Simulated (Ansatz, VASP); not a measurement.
## Two plane-wave programs on Pt

```xyz
1
Lattice="0.0000 1.9848 1.9848 1.9848 0.0000 1.9848 1.9848 1.9848 0.0000" Properties=species:S:1:pos:R:3 pbc="T T T"
Pt    0.0000    0.0000    0.0000
```

Alike in both runs: functional PBE; k mesh 14 × 14 × 14; occupations fermi-dirac, width 0.05 eV; collinear spin.

Ansatz relaxed the structure, and its values are those at the end. VASP's run is a single point on that final structure, the one shown.

|  | VASP | Ansatz |
| --- | --- | --- |
| version | VASP 6.6.1 | Ansatz 0.2.0 |
| potentials or method | VASP PAW PBE potentials, release 64 (Pt), cutoff 520 eV | plane waves (420 eV) with PAW, scalar-relativistic |
| valence electrons in the cell | 10 | 18 |

```tsv
	VASP	Ansatz	Ansatz less VASP
pressure (GPa)	-0.5	0.0	+0.49
net moment per atom (μB)	0.00	0.00	0.000
```

With one functional, cell and mesh, what is left measures potentials, basis and numerics. VASP's potentials hold 10 valence electrons a cell and Ansatz's 18, so a difference there can come from the potentials and not from the codes. Ansatz's warnings: seeded moment not kept.

Spin-orbit coupling is off throughout.
